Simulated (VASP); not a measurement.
# Si2Mo (P6_2) in VASP: further runs, part 2 of 2

VASP 6.6.1.

### Step 3. Single point, r2SCAN (all Si atoms moved -0.500 Å, as atom 1 along Cartesian [0 0 1])

The input, POSCAR:

```
Si2Mo
1.0
    4.5839769341      0.0000000000      0.0000000000
   -2.2919884671      3.9698404753      0.0000000000
    0.0000000000      0.0000000000      6.5768413691
Si Mo
6 3
Direct
    0.1638603720      0.8361396280      0.7573089970
    0.3277207440      0.1638603720      0.0906423304
    0.8361396280      0.6722792560      0.4239756637
    0.8361396280      0.1638603720      0.7573089970
    0.6722792560      0.8361396280      0.0906423304
    0.1638603720      0.3277207440      0.4239756637
    0.5000000000      0.0000000000      0.5000000000
    0.0000000000      0.5000000000      0.1666666667
    0.5000000000      0.5000000000      0.8333333333
```

The input, INCAR.step1:

```
ALGO = Normal
EDIFF = 1E-5
ENCUT = 550
GGA = PE
GGA_COMPAT = False
ISMEAR = 0
LASPH = True
LCHARG = False
LREAL = False
LWAVE = True
NBANDS = 43
NELM = 120
PREC = Accurate
SIGMA = 0.03
```

The input, INCAR.step2:

```
ALGO = Normal
EDIFF = 1E-6
ENCUT = 550
GGA_COMPAT = False
ISIF = 2
ISMEAR = 0
ISTART = 1
LASPH = True
LCHARG = False
LMIXTAU = True
LREAL = False
LWAVE = False
METAGGA = R2SCAN
NBANDS = 43
NELM = 120
PREC = Accurate
SIGMA = 0.03
```

The input, KPOINTS:

```
k-points
0
Gamma
  12 12 6
```

Potentials or basis: VASP PAW PBE potentials, release 64 (Si, Mo_sv).

Command:

```
> cat potpaw_PBE.64/Si/POTCAR potpaw_PBE.64/Mo_sv/POTCAR > POTCAR
> cp INCAR.step1 INCAR
> mpirun -np 1 vasp_std > vasp.out
> cp INCAR.step2 INCAR
> mpirun -np 1 vasp_std > vasp.out
```

OUTCAR:

```text
EDIFF = 1E-6
   ENCUT = 550
   ISIF = 2
   ISMEAR = 0
   ISTART = 1
   LASPH = True
   LREAL = False
   METAGGA = R2SCAN
   NELM = 120
   PREC = Accurate

 ion  position               nearest neighbor table
   1  0.164  0.836  0.757-   7 2.16   3 2.55   2 2.55   4 2.60   4 2.67   4 2.67   9 2.68   9 2.68
                             9 2.72   8 3.00   6 3.14   5 3.14
   2  0.328  0.164  0.091-   9 2.16   6 2.55   1 2.55   5 2.60   5 2.67   5 2.67   8 2.68   8 2.68
[... 1335 lines left out ...]
  Total        7.9741692      7.9741692     34.9487756     -0.0000059      0.0000000      0.0000000
  in kB      106.7488445    106.7488445    467.8533045     -0.0000792      0.0000000      0.0000000
  external PRESSURE =     227.1169979 kB  Pullay stress =       0.0000000 kB

 VOLUME and BASIS-vectors are now :
 -----------------------------------------------------------------------------
  energy-cutoff  :      550.00
  volume of cell :      119.68
      direct lattice vectors                 reciprocal lattice vectors
     4.583976934  0.000000000  0.000000000     0.218151185  0.125949645  0.000000000
    -2.291988467  3.969840475  0.000000000     0.000000000  0.251899291  0.000000000
     0.000000000  0.000000000  6.576841369     0.000000000  0.000000000  0.152048673

 POSITION                                       TOTAL-FORCE (eV/Angst)
 -----------------------------------------------------------------------------------
     -1.16529      3.31934      4.98070        -2.260706     -1.687276      4.560854
      1.12670      0.65050      0.59614         0.330871     -2.801467      4.560854
      2.29199      2.66884      2.78842        -2.591577      1.114190      4.560854
      3.45728      0.65050      4.98070         2.260706      1.687276      4.560854
      1.16529      3.31934      0.59614        -0.330871      2.801467      4.560854
     -0.00000      1.30100      2.78842         2.591577     -1.114190      4.560854
      2.29199      0.00000      3.28842         0.000000     -0.000000     -9.121708
     -1.14599      1.98492      1.09614         0.000000     -0.000000     -9.121708
      1.14599      1.98492      5.48070         0.000000     -0.000000     -9.121708
 -----------------------------------------------------------------------------------
    total drift:                                0.000000      0.000000      0.000534

  FREE ENERGIE OF THE ION-ELECTRON SYSTEM (eV)
  ---------------------------------------------------
  free  energy   TOTEN  =      -129.0068522689 eV

  energy  without entropy=     -129.0068522689  energy(sigma->0) =     -129.00685227
```

OUTCAR.step1:

```text
EDIFF = 1E-5
   ENCUT = 550
   GGA = PE
   ISMEAR = 0
[... 1364 lines left out ...]
     -0.00000      1.30100      2.78842         2.600586     -1.106364      4.473256
      2.29199      0.00000      3.28842         0.000000     -0.000000     -8.946512
     -1.14599      1.98492      1.09614         0.000000     -0.000000     -8.946512
      1.14599      1.98492      5.48070        -0.000000      0.000000     -8.946512
 -----------------------------------------------------------------------------------
    total drift:                                0.000000      0.000000      0.006100

  FREE ENERGIE OF THE ION-ELECTRON SYSTEM (eV)
  ---------------------------------------------------
  free  energy   TOTEN  =       -63.8629480437 eV

  energy  without entropy=      -63.8629480437  energy(sigma->0) =      -63.86294804
```

It took 17 min on 1 thread of AMD EPYC 9R45 (Zen 5), shared host; peak memory 0.53 GiB.

Results:

```yaml
Free_energy: -129.0069 eV
Pressure: 22.7 GPa
Largest_force: 9.122 eV/Å
Band_gap_on_the_k_mesh: 0.42 eV (least direct gap 0.69 eV)
```

Forces in eV/Å, atoms in the order of the input:
```
Si  -2.261 -1.687  4.561
Si   0.331 -2.801  4.561
Si  -2.592  1.114  4.561
Si   2.261  1.687  4.561
Si  -0.331  2.801  4.561
Si   2.592 -1.114  4.561
Mo   0.000  0.000 -9.122
Mo   0.000  0.000 -9.122
Mo   0.000  0.000 -9.122
```

Levels at points of the mesh, in eV from the valence-band top:
```tsv
k point	band 31	band 32	band 33	band 34	band 35	band 36
(0.00, 0.00, 0.00)	-2.74	-2.05	-0.96	1.89	1.89	1.99
(0.50, 0.00, 0.00)	-1.87	-1.36	-0.86	0.42	0.57	0.95
(0.00, 0.00, 0.50)	-1.95	-0.84	-0.84	1.50	1.55	2.17
(0.50, 0.00, 0.50)	-1.75	-1.49	0.00	0.69	1.18	1.49
```

Caveat: the cell differs from its parent crystal (all Si atoms moved -0.500 Å, as atom 1 along Cartesian [0 0 1]); the stress differs along the axes, from 11 to 47 GPa; the PAW data sets were made with another functional, which shifts forces and pressure a little. A k mesh can miss the band edges.
